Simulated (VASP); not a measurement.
Here is a VASP 6.6.1 calculation.

Contents of INCAR:

```
SYSTEM = Si5Cl
PREC     = Accurate       ! precision mode
ENCUT    = 520            ! plane-wave cutoff, eV
EDIFF    = 1E-6           ! SCF threshold, eV
ISMEAR   = 0              ! smearing method
SIGMA    = 0.1            ! smearing width, eV
LREAL    = .FALSE.        ! projectors in reciprocal space
LASPH    = .TRUE.         ! aspherical terms in the spheres
NELM     = 80             ! most SCF steps
ALGO     = Normal         ! electronic algorithm
ISIF     = 2              ! what is computed and relaxed
LWAVE    = .FALSE.        ! write WAVECAR
LCHARG   = .FALSE.        ! write CHGCAR
GGA      = PE             ! functional
NBANDS   = 39             ! bands
```

The input KPOINTS:

```
Automatic mesh
0
G
  6 2 2
  0 0 0
```

POSCAR

```
Si5Cl
1.0
    2.7438906317     -0.0360016120     -0.0110513874
   -0.3421578309      8.6758725888     -0.0534165612
   -0.1005987804     -0.6403674722     10.6550465122
Si Cl
10 2
Direct
    0.9362299708      0.8836501922      0.1379476382
   -0.0260010326      0.6004243116      0.1275481044
   -0.0181132572      0.8401054224      0.9158763984
    0.0616819988      0.5588187967      0.8998696421
    0.9134709009      0.3898901534      0.2700800240
    0.8935356247      0.1095870343      0.2815620820
   -0.0133300723      0.6382159028      0.6847330798
    0.9335045922      0.9131713649      0.7030696668
    0.8605662428      0.0382748033      0.5014860009
    0.8268642896      0.5138648780      0.4789322580
    0.8844701333      0.2696771787      0.5982902853
    0.7471206090      0.7443199621      0.4006048198
```

Potentials or basis: VASP PAW PBE potentials, release 64 (Si, Cl).

Run with:

```console
$ cat potpaw_PBE.64/Si/POTCAR potpaw_PBE.64/Cl/POTCAR > POTCAR
$ mpirun -np 1 vasp_std > vasp.out
```

(1) What does it give for the pressure?

(2) Estimate the largest force.

(3) Estimate the band gap on the k mesh.

Answers

(1) 0.0 GPa.

(2) 0.056 eV/Å.

(3) zero (bands 27 and 28 overlap by 2.73 eV).

Caveat: the k points lie up to 0.38 Å⁻¹ apart, too coarse for converged energies and pressures of a metal.
